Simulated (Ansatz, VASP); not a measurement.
C in VASP and in Ansatz

INCAR

```
PREC = Accurate
ENCUT = 520
EDIFF = 1E-6
ISMEAR = -1
SIGMA = 0.05
LREAL = False
LASPH = True
NELM = 60
ALGO = Normal
ISIF = 2
LWAVE = False
LCHARG = False
GGA = PS
NBANDS = 16
```

The input KPOINTS:

```
Automatic mesh
0
Gamma
  14 14 4
```

POSCAR

```
C
1.0
    2.5536122329      0.0000000000      0.0000000000
   -1.2768061165      2.2114930651      0.0000000000
    0.0000000000      0.0000000000      7.4524370592
C
4
Direct
    1.0000000000      1.0000000000      0.2500000000
    0.0000000000      0.0000000000      0.7500000000
    0.3333333333      0.6666666667      0.2500000000
    0.6666666667      0.3333333333      0.7500000000
```

Input for Ansatz:

```yaml
crystal:
  lattice:
    - [2.5536122907, 0.0, 0.0]
    - [-1.2768061453, 2.2114931151, 0.0]
    - [0.0, 0.0, 7.4524395648]
  atoms:
    - { symbol: C, position: [0.0, 0.0, 0.25] }
    - { symbol: C, position: [1.0, 1.0, 0.75] }
    - { symbol: C, position: [0.3333333333, 0.6666666667, 0.25] }
    - { symbol: C, position: [0.6666666667, 0.3333333333, 0.75] }
hamiltonian:
  xc: pbesol
  pseudopotentials:
    kind: paw
    azcp:
      C: "pseudopotentials/C.paw.azcp"
basis:
  ecutwfc: 420
  fft_grid_basis: typed
kpoints:
  mp_grid: { grid: [14, 14, 4], shift: [0, 0, 0] }
magnetization:
  spin_polarized: false
scf:
  occupations: { method: fermi_dirac, width: 0.05 }
output:
  stress: true
```

Alike in both runs: task single point; functional PBEsol; k mesh 14 × 14 × 4; occupations fermi-dirac, width 0.05 eV; no spin polarisation.

|  | VASP | Ansatz |
| --- | --- | --- |
| version | VASP 6.6.1 | Ansatz 0.2.0 |
| potentials or method | VASP PAW PBE potentials, release 64 (C), cutoff 520 eV | plane waves (420 eV) with PAW, scalar-relativistic |
| valence electrons in the cell | 16 | 16 |

Ansatz gave:

| Property | Result |
| --- | --- |
| pressure (GPa) | -24.3 |
| traceless stress, the component that is largest in VASP (GPa) | 24.20 |

**Question.** Which values does VASP return?

**Answer.** Pressure (GPa): -23.8; traceless stress, the component that is largest in VASP (GPa): 23.67.

VASP's potentials were made for PBE, not for PBEsol, and Ansatz warns of the same on its side. With one functional, cell and mesh, what is left measures potentials, basis and numerics.
